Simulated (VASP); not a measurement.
A run of VASP 6.6.1:

File INCAR:

```
ALGO = Normal ; EDIFF = 1E-6
ENCUT = 500 ; GGA = PE
GGA_COMPAT = F ; ISIF = 2
ISMEAR = 0 ; LASPH = T
LCHARG = F ; LREAL = F
LWAVE = F ; NBANDS = 16
NELM = 120 ; PREC = Accurate
SIGMA = 0.1
```

Contents of KPOINTS:

```
k-points
0
Gamma
  6 6 6
```

The input POSCAR:

```
TiB2
1.0
    3.0291982016      0.0000000000      0.0000000000
   -1.5145991008      2.6233625957      0.0000000000
    0.0000000000      0.0000000000      3.2284000000
Ti B
1 2
Direct
    0.0000000000      0.0000000000      0.0000000000
    0.3333333333      0.6666666667      0.5000000000
    0.6666666667      0.3333333333      0.5000000000
```

Potentials or basis: VASP PAW PBE potentials, release 64 (Ti_sv, B).

Launch:

```console
$ cat potpaw_PBE.64/Ti_sv/POTCAR potpaw_PBE.64/B/POTCAR > POTCAR
$ mpirun -np 1 vasp_std > vasp.out
```

Hardware: 1 thread of Intel(R) Xeon(R) Platinum 8375C CPU @ 2.90GHz (Ice Lake), with other jobs on the host.

Problem. Estimate the wall time of this run.

Solution. Run time: 12 s on 1 thread of Intel(R) Xeon(R) Platinum 8375C CPU @ 2.90GHz (Ice Lake), on a shared host, peak memory 0.14 GiB. Counts: scf iterations 13, k points 28.
